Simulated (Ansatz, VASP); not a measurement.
## Two plane-wave programs on Cs

```
Cs
1.0
     4.92259    0.00000    0.00000
     0.00000    4.92259    0.00000
     0.00000    0.00000    4.92259
Cs
1
Direct
  0.00000 0.00000 0.00000
```

Alike in both runs: task relaxation of cell and atoms; functional PBEsol; k mesh 8 × 8 × 8; occupations fermi-dirac, width 0.08 eV; no spin polarisation.

|  | VASP | Ansatz |
| --- | --- | --- |
| version | VASP 6.6.1 | Ansatz 0.2.0 |
| potentials or method | VASP PAW PBE potentials, release 64 (Cs_sv) | PAW with Ansatz's default frozen-core files, scalar-relativistic |
| plane-wave cutoff (eV) | 600 | 420 |
| valence electrons in the cell | 9 | 9 |

|  | VASP | Ansatz | Ansatz less VASP |
| --- | --- | --- | --- |
| relaxed volume (Å³/atom) | 118.21 | 119.28 | +1.074 |
| relaxed cell length with the largest relative difference (Å) | 4.908 | 4.923 | +0.0148 |

VASP's potentials were made for PBE, not for PBEsol.

Spin-orbit coupling is off throughout.
